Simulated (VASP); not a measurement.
Here is a VASP 6.6.1 calculation.

POSCAR

```
Zr2N
1.0
    5.4130027300      0.0000000000      0.0000000000
    0.0000000000      5.4130027300      0.0000000000
    0.0000000000      0.0000000000      3.3077891900
Zr N
4 2
Direct
    0.2961254600      0.2961254600      0.0000000000
    0.7038745400      0.7038745400      0.0000000000
    0.7961254600      0.2038745400      0.5000000000
    0.2038745400      0.7961254600      0.5000000000
    0.0000000000      0.0000000000      0.0000000000
    0.5000000000      0.5000000000      0.5000000000
```

INCAR.step1

```
PREC = Accurate
ENCUT = 520
ISMEAR = -5
SIGMA = 0.1
LREAL = False
LASPH = True
NELM = 100
NBANDS = 38
GGA = PE
ALGO = Normal
EDIFF = 1E-4
LWAVE = True
LCHARG = False
```

File INCAR.step2:

```
PREC = Accurate
ENCUT = 520
EDIFF = 1E-7
ISMEAR = -5
SIGMA = 0.1
LREAL = False
LASPH = True
NELM = 100
ALGO = Normal
ISIF = 2
LWAVE = False
LCHARG = False
METAGGA = R2SCAN
LMIXTAU = True
NBANDS = 38
ISTART = 1
```

The input KPOINTS:

```
regular mesh
0
Gamma
  8 8 10
```

Potentials or basis: VASP PAW PBE potentials, release 64 (Zr_sv, N).

Launch:

```bash
$ cat potpaw_PBE.64/Zr_sv/POTCAR potpaw_PBE.64/N/POTCAR > POTCAR
$ cp INCAR.step1 INCAR
$ mpirun -np 1 vasp_std > vasp.out
$ cp INCAR.step2 INCAR
$ mpirun -np 1 vasp_std > vasp.out
```

Estimate the band gap on the k mesh.

zero (bands 29 and 30 overlap by 2.62 eV).

What does it give for the pressure?

-0.1 GPa.

What does it give for the largest force?

0.029 eV/Å.

Forces on the atoms (eV/Å):
```
Zr   0.020  0.020  0.000
Zr  -0.020 -0.020  0.000
Zr   0.020 -0.020  0.000
Zr  -0.020  0.020  0.000
N    0.000  0.000  0.000
N    0.000  0.000  0.000
```

Caveat: the PAW data sets were made with another functional, which shifts forces and pressure a little; tetrahedron occupations give inexact forces and stress in metals.
